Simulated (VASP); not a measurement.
LaB6: relaxation of the atoms with BLYP+D3(BJ)

The system is LaB6.

```
La B
1.0
     4.08868    0.00000    0.00000
     0.00000    4.08868    0.00000
     0.00000    0.00000    4.08868
La B
1 6
Direct
  0.00000 0.00000 0.00000
  0.19930 0.50000 0.50000
  0.80070 0.50000 0.50000
  0.50000 0.50000 0.19930
  0.50000 0.50000 0.80070
  0.50000 0.19930 0.50000
  0.50000 0.80070 0.50000
```

This cell differs from its parent crystal: volume scaled by 0.98.

```
Program                : VASP 6.6.1
Task                   : relaxation of the atoms
Functional             : BLYP
Dispersion             : D3(BJ)
Potentials or basis    : VASP PAW PBE potentials, release 64 (La, B)
Cutoff                 : 520 eV
k mesh                 : 6 × 6 × 6
Occupations            : gaussian, width 0.05 eV
Spin                   : no spin polarisation
Dipole correction      : no
Further INCAR settings : ALGO = Normal; EDIFF = 1e-06; IBRION = 2; EDIFFG = -0.01; NSW = 60
```

```json
{"Energy gained by relaxing": "0.0 meV/atom", "Ionic steps": "3", "Pressure after relaxing": "3.7 GPa", "Dispersion energy per atom": "-0.608 eV"}
```

Step by step:
| step | energy change (eV) | largest force (eV/Å) | pressure (GPa) |
| --- | --- | --- | --- |
| 1 | 0.0000 | 0.0647 | 3.72 |
| 2 | 0.0008 | 0.1504 | 3.58 |
| 3 | -0.0002 | 0.0002 | 3.67 |

Final structure:
```xyz
7
Lattice="4.0887 0.0000 0.0000 0.0000 4.0887 0.0000 0.0000 0.0000 4.0887" Properties=species:S:1:pos:R:3 pbc="T T T"
La    0.0000    0.0000    0.0000
B     0.8139    2.0443    2.0443
B     3.2748    2.0443    2.0443
B     2.0443    2.0443    0.8139
B     2.0443    2.0443    3.2748
B     2.0443    0.8139    2.0443
B     2.0443    3.2748    2.0443
```

Levels at points of the mesh, in eV from the Fermi level:
| k point | band 11 | band 12 | band 13 | band 14 | band 15 | band 16 | band 17 | band 18 |
| --- | --- | --- | --- | --- | --- | --- | --- | --- |
| (0.00, 0.00, 0.00) | -7.16 | -1.94 | -1.94 | -1.94 | 0.09 | 0.09 | 0.09 | 1.57 |
| (0.50, 0.00, 0.00) | -3.57 | -3.57 | -3.42 | -2.53 | -1.57 | 1.34 | 1.64 | 1.64 |
| (0.50, 0.50, 0.00) | -4.61 | -4.61 | -3.11 | -3.11 | 0.96 | 0.96 | 1.80 | 1.83 |
| (0.50, 0.50, 0.50) | -4.77 | -2.60 | -2.60 | -2.60 | 1.37 | 1.60 | 1.60 | 1.60 |

Run time: 74 s on 1 thread of AMD EPYC 9R45 96-Core Processor (Zen 5), with other jobs on the host, peak memory 0.18 GiB.

Caveat: the PAW data sets were made with another functional, which shifts forces and pressure a little; spin-orbit coupling is left out, which moves the levels of the heavy elements; pairwise dispersion overbinds metals, which lowers pressure and volume.
